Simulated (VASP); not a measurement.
# Bi2Te2O3 (Cmm2) in VASP: single point with PBE

Aim: the single point of Bi2Te2O3 with PBE.

Everything below comes from runs of VASP 6.6.1. Logs are shortened: lines on timing, memory, paths and dates and some standing lists are left out, and cuts for length are marked.

**1. The cell of the first run**

Symmetry: Cmm2, No. 35, orthorhombic system. Conventional cell: a = 6.304 Å, b = 6.786 Å, c = 7.039 Å, α = 90.00°, β = 90.00°, γ = 90.00°. Bi (site symmetry mm2) has 3 O at 2.29 to 2.66 Å within 3.0 Å. Bi (site symmetry mm2) has 2 Te at 3.23 Å and 4 Bi at 3.37 to 3.60 Å and 6 O at 3.47 to 3.69 Å within 4.3 Å. Te (site symmetry m) has 3 O at 2.01 to 2.39 Å within 2.7 Å. O (site symmetry m) has 1 Bi at 2.29 Å and 4 Te at 2.39 to 2.89 Å and 2 O at 2.54 to 2.78 Å within 3.0 Å. Within 2.7 Å of O (site symmetry mm2) lie 2 Te at 2.01 Å and 1 Bi at 2.66 Å.

**2. Single point, PBE**

File INCAR:

```
SYSTEM = Bi2Te2O3
PREC     = Accurate       ! precision mode
ENCUT    = 520            ! plane-wave cutoff, eV
EDIFF    = 1E-7           ! SCF threshold, eV
ISMEAR   = 0              ! smearing method
SIGMA    = 0.15           ! smearing width, eV
LREAL    = .FALSE.        ! projectors in reciprocal space
LASPH    = .TRUE.         ! aspherical terms in the spheres
NELM     = 80             ! most SCF steps
ALGO     = Normal         ! electronic algorithm
ISIF     = 2              ! what is computed and relaxed
LWAVE    = .FALSE.        ! write WAVECAR
LCHARG   = .FALSE.        ! write CHGCAR
GGA      = PE             ! functional
NBANDS   = 39             ! bands
```

File KPOINTS:

```
Automatic mesh
0
G
  3 3 2
  0 0 0
```

File POSCAR:

```
Bi2Te2O3
1.0
    3.1518666941     -3.3929474008      0.0000000000
    3.1518666941      3.3929474008      0.0000000000
    0.0000000000      0.0000000000      7.0385496031
Bi Te O
2 2 3
Direct
    0.0000000000      0.0000000000      0.3796218425
    0.5000000000      0.5000000000      0.2086649968
    0.2350246165      0.7649753835      0.8267121564
    0.7649753835      0.2350246165      0.8267121564
    0.2012041994      0.2012041994      0.6497182323
    0.7987958006      0.7987958006      0.6497182323
    0.0000000000      0.0000000000      1.0012467833
```

Potentials or basis: VASP PAW PBE potentials, release 64 (Bi_d, Te, O).

Run with:

```console
> cat potpaw_PBE.64/Bi_d/POTCAR potpaw_PBE.64/Te/POTCAR potpaw_PBE.64/O/POTCAR > POTCAR
> mpirun -np 1 vasp_std > vasp.out
```

OUTCAR:

```text
SYSTEM = Bi2Te2O3
   PREC = Accurate
   ENCUT = 520
   EDIFF = 1E-7
   ISMEAR = 0
   LREAL = .FALSE.
   LASPH = .TRUE.
   NELM = 80
   ISIF = 2
   GGA = PE

 ion  position               nearest neighbor table
   1  0.000  0.000  0.380-   5 2.29   6 2.29   7 2.66   2 3.37   2 3.37   3 3.53   4 3.53   2 3.60
                             2 3.60
   2  0.500  0.500  0.209-   3 3.23   4 3.23   1 3.37   1 3.37   1 3.60   1 3.60
   3  0.235  0.765  0.827-   7 2.01   6 2.39   5 2.39   4 3.16   4 3.16   4 3.19   2 3.23   1 3.53
                             4 3.60
   4  0.765  0.235  0.827-   7 2.01   6 2.39   5 2.39   3 3.16   3 3.16   3 3.19   2 3.23   1 3.53
                             3 3.60
   5  0.201  0.201  0.650-   1 2.29   3 2.39   4 2.39
   6  0.799  0.799  0.650-   1 2.29   3 2.39   4 2.39
   7  0.000  0.000  0.001-   3 2.01   4 2.01   1 2.66

  LATTYP: Found a base centered orthorhombic cell.
 ALAT       =     6.3037333882
 B/A-ratio  =     1.0764882307
 C/A-ratio  =     1.1165684158

  Lattice vectors:

 A1 = (   3.1518666941,  -3.3929474008,   0.0000000000)
 A2 = (   3.1518666941,   3.3929474008,   0.0000000000)
 A3 = (   0.0000000000,   0.0000000000,   7.0385496031)

Analysis of symmetry for initial positions (statically):
=====================================================================
 Subroutine PRICEL returns:
 Original cell was already a primitive cell.

 Routine SETGRP: Setting up the symmetry group for a
 base centered orthorhombic supercell.

 Subroutine GETGRP returns: Found  4 space group operations
 (whereof  4 operations were pure point group operations)
 out of a pool of  8 trial point group operations.

The static configuration has the point symmetry C_2v.

Analysis of symmetry for dynamics (positions and initial velocities):
=====================================================================
 Subroutine PRICEL returns:
 Original cell was already a primitive cell.

 Routine SETGRP: Setting up the symmetry group for a
 base centered orthorhombic supercell.

 Subroutine GETGRP returns: Found  4 space group operations
 (whereof  4 operations were pure point group operations)
 out of a pool of  8 trial point group operations.

The dynamic configuration has the point symmetry C_2v.

 Subroutine INISYM returns: Found  4 space group operations
 (whereof  4 operations are pure point group operations),
 and found     1 'primitive' translations

----------------------------------------------------------------------------------------

                                     Primitive cell

  volume of cell :     150.5422

  direct lattice vectors                    reciprocal lattice vectors
     3.151866694 -3.392947401  0.000000000     0.158636151 -0.147364501  0.000000000
     3.151866694  3.392947401  0.000000000     0.158636151  0.147364501  0.000000000
     0.000000000  0.000000000  7.038549603     0.000000000  0.000000000  0.142074725

  length of vectors
     4.631021024  4.631021024  7.038549603     0.216521880  0.216521880  0.142074725

  position of ions in fractional coordinates (direct lattice)
     0.000000000  0.000000000  0.379621843
     0.500000000  0.500000000  0.208664997
     0.235024616  0.764975384  0.826712156
     0.764975384  0.235024616  0.826712156
     0.201204199  0.201204199  0.649718232
     0.798795801  0.798795801  0.649718232
     0.000000000  0.000000000  0.001246783

  ion indices of the primitive-cell ions
   primitive index   ion index
                 1           1
                 2           2
                 3           3
                 4           4
                 5           5
                 6           6
                 7           7

----------------------------------------------------------------------------------------

 KPOINTS: Automatic mesh

Automatic generation of k-mesh.
 Grid dimensions read from file:
 generate k-points for:    3    3    2

 Generating k-lattice:

  Cartesian coordinates                     Fractional coordinates (reciprocal lattice)
     0.052878717 -0.049121500  0.000000000     0.333333333  0.000000000  0.000000000
     0.052878717  0.049121500  0.000000000     0.000000000  0.333333333  0.000000000
     0.000000000  0.000000000  0.071037363     0.000000000  0.000000000  0.500000000

  Length of vectors
     0.072173960  0.072173960  0.071037363

  Shift w.r.t. Gamma in fractional coordinates (k-lattice)
     0.000000000  0.000000000  0.000000000

 Subroutine IBZKPT returns following result:
 ===========================================

 Found      8 irreducible k-points:

 Following reciprocal coordinates:
            Coordinates               Weight
  0.000000  0.000000  0.000000      1.000000
  0.333333  0.000000  0.000000      4.000000
  0.333333  0.333333  0.000000      2.000000
 -0.333333  0.333333  0.000000      2.000000
  0.000000  0.000000  0.500000      1.000000
  0.333333  0.000000  0.500000      4.000000
  0.333333  0.333333  0.500000      2.000000
 -0.333333  0.333333  0.500000      2.000000
   k-points           NKPTS =      8   k-points in BZ     NKDIM =      8   number of bands    NBANDS=     39
   number of dos      NEDOS =    301   number of ions     NIONS =      7
   total plane-waves  NPLWV =  69984
   dimension x,y,z NGX =    36 NGY =   36 NGZ =   54
   dimension x,y,z NGXF=    72 NGYF=   72 NGZF=  108
   ions per type =               2   2   3
   NGX,Y,Z   is equivalent  to a cutoff of  12.92, 12.92, 12.75 a.u.
   NGXF,Y,Z  is equivalent  to a cutoff of  25.85, 25.85, 25.51 a.u.
 SYSTEM =  Bi2Te2O3
   PREC   = accura    normal or accurate (medium, high low for compatibility)
   ISTART =      0    job   : 0-new  1-cont  2-samecut
   ICHARG =      2    charge: 1-file 2-atom 10-const
   ISPIN  =      1    spin polarized calculation?
   LNONCOLLINEAR =      F non collinear calculations
   LSORBIT =      F    spin-orbit coupling
   LASPH  =      T    aspherical Exc in radial PAW
   ENCUT  =  520.0 eV  38.22 Ry    6.18 a.u.   8.61  8.61 13.09*2*pi/ulx,y,z
   NELM   =     80;   NELMIN=  2; NELMDL= -5     # of ELM steps
   EDIFF  = 0.1E-06   stopping-criterion for ELM
   LREAL  =      F    real-space projection
   EDIFFG = 0.1E-05   stopping-criterion for IOM
   NSW    =      0    number of steps for IOM
   IBRION =     -1    ionic relax: 0-MD 1-quasi-New 2-CG
   NFREE  =      0    steps in history (QN), initial steepest desc. (CG)
   ISIF   =      2    stress and relaxation
   ISYM   =      2    0-nonsym 1-usesym 2-fastsym
   POTIM  = 0.5000    time-step for ionic-motion
   TEBEG  =    0.0;   TEEND  =   0.0 temperature during run
   PSTRESS=    0.0 pullay stress
   NELECT =      60.0000    total number of electrons
   NUPDOWN=      -1.0000    fix difference up-down
   EMIN   =  10.00;   EMAX   =-10.00  energy-range for DOS
   EFERMI =   0.00;   METHOD = LEGACY
   ISMEAR =     0;   SIGMA  =   0.15  broadening in eV -4-tet -1-fermi 0-gaus
   EFERMI_NEDOS =   21; number of points for ismear=-14 and -15
   IALGO  =     38    algorithm
   IMIX   =      4    mixing-type and parameters
     AMIX     =   0.40;   BMIX     =  1.00
     AMIX_MAG =   1.60;   BMIX_MAG =  1.00
  volume/ion in A,a.u.               =      21.51       145.13
  Fermi-wavevector in a.u.,A,eV,Ry     =   1.204775  2.276694 19.748615  1.451482
  Thomas-Fermi vector in A             =   2.340490
   LORBIT       =      0    0 simple, 1 ext, 2 COOP (PROOUT), +10 PAW based schemes
   GGA     = PE    functional components
   LHFCALC =     F    Hartree Fock is set to
   AEXX    =    0.0000 exact exchange contribution
   IVDW    =     0    specifies the selected vdW correction
   LEPSILON=     F    determine dielectric tensor
   LRPA    =     F    only Hartree local field effects (RPA)
 non-spin polarized calculation
 Gauss-broadening in eV      SIGMA  =   0.15
  energy-cutoff  :      520.00
  volume of cell :      150.54
 maximum number of plane-waves:      4081
 NGX is ok and might be reduce to    36
   NGX = 17   NGY = 17   NGZ = 27

 number of electron      59.9999992 magnetization

 Free energy of the ion-electron system (eV)
  ---------------------------------------------------
  ext. energy  EPLUGINS =         0.00000000
  ---------------------------------------------------
  free energy    TOTEN  =       -30.39172975 eV

  energy without entropy =      -30.33501965  energy(sigma->0) =      -30.36337470

 E-fermi :   6.4796     XC(G=0):  -9.9238

 val. band max:        6.2917038494   @ k =   0.3333   0.3333   0.0000
 cond. band min:       6.4826969045   @ k =   0.3333   0.0000   0.0000
 fundamental gap:      0.1909930552
 Fermi energy:         6.4795633846

 k-point     1 :       0.0000    0.0000    0.0000
  band No.  band energies     occupation
      1     -16.5386      2.00000
      2     -16.5017      2.00000
      3     -16.4827      2.00000
      4     -16.4720      2.00000
      5     -16.4618      2.00000
      6     -15.9626      2.00000
[... 31 lines left out ...]
     38      10.9043      0.00000
     39      11.1896      0.00000

 k-point     2 :       0.3333    0.0000    0.0000
  band No.  band energies     occupation
      1     -16.5365      2.00000
      2     -16.5071      2.00000
      3     -16.4849      2.00000
      4     -16.4667      2.00000
      5     -16.4598      2.00000
      6     -15.9624      2.00000
[... 31 lines left out ...]
     38      11.1379      0.00000
     39      12.8775      0.00000

 k-point     3 :       0.3333    0.3333    0.0000
  band No.  band energies     occupation
      1     -16.5344      2.00000
      2     -16.5080      2.00000
      3     -16.4843      2.00000
      4     -16.4623      2.00000
      5     -16.4588      2.00000
      6     -15.9640      2.00000
[... 31 lines left out ...]
     38      10.9666      0.00000
     39      13.4495      0.00000

 k-point     4 :      -0.3333    0.3333    0.0000
  band No.  band energies     occupation
      1     -16.5353      2.00000
      2     -16.5039      2.00000
      3     -16.4854      2.00000
      4     -16.4628      2.00000
      5     -16.4578      2.00000
      6     -15.9632      2.00000
[... 31 lines left out ...]
     38      11.0650      0.00000
     39      13.8213      0.00000

 k-point     5 :       0.0000    0.0000    0.5000
  band No.  band energies     occupation
      1     -16.5331      2.00000
      2     -16.5018      2.00000
      3     -16.4828      2.00000
      4     -16.4720      2.00000
      5     -16.4600      2.00000
      6     -15.9626      2.00000
[... 31 lines left out ...]
     38      10.7723      0.00000
     39      10.8658      0.00000

 k-point     6 :       0.3333    0.0000    0.5000
  band No.  band energies     occupation
      1     -16.5312      2.00000
      2     -16.5071      2.00000
      3     -16.4850      2.00000
      4     -16.4666      2.00000
      5     -16.4581      2.00000
      6     -15.9626      2.00000
[... 31 lines left out ...]
     38      11.3563      0.00000
     39      12.6149      0.00000

 k-point     7 :       0.3333    0.3333    0.5000
  band No.  band energies     occupation
      1     -16.5296      2.00000
      2     -16.5081      2.00000
      3     -16.4844      2.00000
      4     -16.4623      2.00000
      5     -16.4573      2.00000
      6     -15.9640      2.00000
[... 31 lines left out ...]
     38      11.4558      0.00000
     39      13.5955      0.00000

 k-point     8 :      -0.3333    0.3333    0.5000
  band No.  band energies     occupation
      1     -16.5303      2.00000
      2     -16.5040      2.00000
      3     -16.4855      2.00000
      4     -16.4628      2.00000
      5     -16.4563      2.00000
      6     -15.9634      2.00000
[... 31 lines left out ...]
     38      11.4798      0.00000
     39      12.8771      0.00000

------------------------ aborting loop because EDIFF is reached ----------------------------------------

  FORCE on cell =-STRESS in cart. coord.  units (eV):
  Direction    XX          YY          ZZ          XY          YZ          ZX
  --------------------------------------------------------------------------------------
  -------------------------------------------------------------------------------------
  Total       -0.2601433      0.0358661     -0.0418713      0.0000000      0.0000000      0.0000000
  in kB       -2.7686313      0.3817132     -0.4456243      0.0000000      0.0000000      0.0000000
  external PRESSURE =      -0.9441808 kB  Pullay stress =       0.0000000 kB

 VOLUME and BASIS-vectors are now :
 -----------------------------------------------------------------------------
  energy-cutoff  :      520.00
  volume of cell :      150.54
      direct lattice vectors                 reciprocal lattice vectors
     3.151866694 -3.392947401  0.000000000     0.158636151 -0.147364501  0.000000000
     3.151866694  3.392947401  0.000000000     0.158636151  0.147364501  0.000000000
     0.000000000  0.000000000  7.038549603     0.000000000  0.000000000  0.142074725

 POSITION                                       TOTAL-FORCE (eV/Angst)
 -----------------------------------------------------------------------------------
      0.00000      0.00000      2.67199         0.000000      0.000000     -0.011496
      3.15187      0.00000      1.46870         0.000000      0.000000     -0.015685
      3.15187      1.79810      5.81885         0.000000     -0.030068     -0.066809
      3.15187     -1.79810      5.81885         0.000000      0.030068     -0.066809
      1.26834      0.00000      4.57307         0.006048      0.000000      0.087384
      5.03540      0.00000      4.57307        -0.006048      0.000000      0.087384
      0.00000      0.00000      0.00878         0.000000      0.000000     -0.013969
 -----------------------------------------------------------------------------------
    total drift:                                0.000000     -0.000000      0.000363

  FREE ENERGIE OF THE ION-ELECTRON SYSTEM (eV)
  ---------------------------------------------------
  free  energy   TOTEN  =       -30.3917297470 eV

  energy  without entropy=      -30.3350196547  energy(sigma->0) =      -30.36337470
```

It took 80 s on 1 thread of AMD EPYC 7R43 (Zen 3), shared host; peak memory 0.23 GiB.

Results:

```yaml
Free_energy: -30.3917 eV
Pressure: -0.1 GPa
Largest_force: 0.088 eV/Å
```

Forces in eV/Å, atoms in the order of the input:
```
Bi   0.000  0.000 -0.011
Bi   0.000  0.000 -0.016
Te   0.000 -0.030 -0.067
Te   0.000  0.030 -0.067
O    0.006  0.000  0.087
O   -0.006  0.000  0.087
O    0.000  0.000 -0.014
```

Levels at points of the mesh, in eV from the Fermi level:
```csv
k point,band 26,band 27,band 28,band 29,band 30,band 31,band 32,band 33,band 34,band 35
"(0.00, 0.00, 0.00)",-2.34,-2.17,-1.22,-1.19,-0.38,0.63,1.01,2.64,3.04,3.18
"(0.00, 0.00, 0.50)",-2.16,-1.80,-1.22,-1.05,-0.62,0.92,1.02,1.67,2.95,3.05
```

Caveat: the k points lie up to 0.45 Å⁻¹ apart; spin-orbit coupling is left out, which moves the levels of the heavy elements.
